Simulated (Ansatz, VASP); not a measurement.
## ZrC: VASP beside Ansatz

File INCAR:

```
  PREC = Accurate
  ENCUT = 520
  EDIFF = 1E-6
  ISMEAR = -1
  SIGMA = 0.05
  LREAL = False
  LASPH = True
  NELM = 60
  ALGO = Normal
  ISIF = 2
  LWAVE = False
  LCHARG = False
  GGA = PS
  NBANDS = 15
```

KPOINTS

```
Automatic mesh
0
Gamma
  15 15 15
```

Contents of POSCAR:

```
ZrC
1.0
    0.0000000000      2.3264688819      2.3264688819
    2.3264688819      0.0000000000      2.3264688819
    2.3264688819      2.3264688819      0.0000000000
Zr C
1 1
Direct
    0.5000000000      0.5000000000      0.5000000000
    0.0000000000      0.0000000000      0.0000000000
```

Input for Ansatz:

```yaml
crystal:
  lattice:
    - [0.0, 2.3264688819, 2.3264688819]
    - [2.3264688819, 0.0, 2.3264688819]
    - [2.3264688819, 2.3264688819, 0.0]
  atoms:
    - { symbol: Zr, position: [0.5, 0.5, 0.5] }
    - { symbol: C, position: [0.0, 0.0, 0.0] }
kpoints:
  mp_grid: { grid: [15, 15, 15] }
scf:
  occupations: { method: fermi_dirac, width: 0.05 }
hamiltonian:
  xc: pbesol
  pseudopotentials: { kind: all_electron, lapw: { basis_error: 0.00025 } }
output:
  forces: true
  stress: true
  eigenvalues: true
```

Change from the starting cell: volume scaled by 0.97.

Alike in both runs: task single point; functional PBEsol; k mesh 15 × 15 × 15; occupations fermi-dirac, width 0.05 eV; no spin polarisation.

|  | VASP | Ansatz |
| --- | --- | --- |
| version | VASP 6.6.1 | Ansatz 0.2.0 |
| potentials or method | VASP PAW PBE potentials, release 64 (Zr_sv, C), cutoff 520 eV | all-electron LAPW, scalar-relativistic |

```tsv
	VASP	Ansatz	Ansatz less VASP
pressure (GPa)	2.9	2.5	-0.34
```

VASP's potentials were made for PBE, not for PBEsol. Ansatz ran all-electron here, and VASP with PAW potentials.
